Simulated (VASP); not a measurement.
Write the native input for VASP 6.6.1 that does the following.

- Task: single point
- Functional: PBE
- Potentials or basis: VASP PAW PBE potentials, release 64 (La)
- Cutoff: 520 eV
- k mesh: 12 × 12 × 12
- Occupations: fermi-dirac, width 0.0612256 eV
- Spin: no spin polarisation
- Dipole correction: no
- Further INCAR settings: ALGO = Normal; EDIFF = 1e-06; NBANDS = 12

The structure of La lies in POSCAR:

```
La
1.0
   -2.1284102732      2.1284102732      2.1284102732
    2.1284102732     -2.1284102732      2.1284102732
    2.1284102732      2.1284102732     -2.1284102732
La
1
Direct
    0.0000000000      0.0000000000      0.0000000000
```

This isn't the form of La at room conditions, which is double hcp.

The input as run:

INCAR

```
SYSTEM = La
ALGO = Normal
EDIFF = 1E-6
ENCUT = 520
GGA = PE
ISIF = 2
ISMEAR = -1
LASPH = .True.
LCHARG = .False.
LREAL = .False.
LWAVE = .False.
NBANDS = 12
NELM = 80
PREC = Accurate
SIGMA = 0.06122561905347299
```

KPOINTS

```
k-points
0
Gamma
  12 12 12
  0 0 0
```

Potentials or basis: VASP PAW PBE potentials, release 64 (La).

Launch:

```bash
$ cat potpaw_PBE.64/La/POTCAR > POTCAR
$ mpirun -np 1 vasp_std > vasp.out
```

Results of the run:

```
Pressure               : -0.4 GPa
Band gap on the k mesh : zero (an odd number of electrons rules out a gap without spin polarisation)
```

Caveat: spin-orbit coupling is left out, which moves the levels of the heavy elements.

Wall time 32 s on 1 thread of Intel(R) Xeon(R) Platinum 8488C (Sapphire Rapids) (shared host), peak memory 0.19 GiB.
